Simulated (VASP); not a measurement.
Write the native input for VASP 6.6.1 that does the following.

| Property | Result |
| --- | --- |
| Task | single point |
| Functional | r2SCAN |
| Potentials or basis | VASP PAW PBE potentials, release 64 (Fe) |
| Cutoff | 520 eV |
| k mesh | 13 × 13 × 13 |
| Occupations | fermi-dirac, width 0.05 eV |
| Spin | collinear spin, ferromagnetic start |
| Starting moments | [3.0] μB |
| Dipole correction | no |
| Further INCAR settings | ALGO = Normal; EDIFF = 1e-07; NBANDS = 14 |

Crystal: Fe.

```
Fe
1.0
     0.00000    1.95460    1.97812
     1.50836    0.00000    1.97812
     1.50836    1.95460    0.00000
Fe
1
Direct
  0.00000 0.00000 0.00000
```

The input as run:

POSCAR

```
Fe
1.0
    0.0000000000      1.9545992686      1.9781194830
    1.5083634409      0.0000000000      1.9781194830
    1.5083634409      1.9545992686      0.0000000000
Fe
1
Direct
    0.0000000000      0.0000000000      0.0000000000
```

INCAR.step1

```
PREC = Accurate
ENCUT = 520
ISMEAR = -1
SIGMA = 0.05
LREAL = False
LASPH = True
NELM = 150
ISPIN = 2
MAGMOM = 3
LMAXMIX = 4
NBANDS = 14
GGA = PE
ALGO = Normal
EDIFF = 1E-4
LWAVE = True
LCHARG = False
```

INCAR.step2

```
PREC = Accurate
ENCUT = 520
EDIFF = 1E-7
ISMEAR = -1
SIGMA = 0.05
LREAL = False
LASPH = True
NELM = 150
ALGO = Normal
ISIF = 2
LWAVE = False
LCHARG = True
ISPIN = 2
MAGMOM = 3
LORBIT = 11
LMAXMIX = 4
METAGGA = R2SCAN
LMIXTAU = True
LELF = True
LVHAR = True
NBANDS = 14
ISTART = 1
```

KPOINTS

```
regular mesh
0
Gamma
  13 13 13
```

Potentials or basis: VASP PAW PBE potentials, release 64 (Fe).

Command:

```sh
$ cat potpaw_PBE.64/Fe/POTCAR > POTCAR
$ cp INCAR.step1 INCAR
$ mpirun -np 1 vasp_std > vasp.out
$ cp INCAR.step2 INCAR
$ mpirun -np 1 vasp_std > vasp.out
```

Results of the run:

* Pressure: 2.0 GPa
* Net moment: 2.65 μB per cell
* Site moments: Fe +2.72 μB
* Valence electrons inside the program's atomic spheres: Fe 7.22

Caveat: the stress differs along the axes, from -2 to 5 GPa; the PAW data sets were made with another functional, which shifts forces and pressure a little.

Run time: 4.8 min on 1 thread of Intel Xeon 8259CL, on a shared host, peak memory 0.21 GiB.
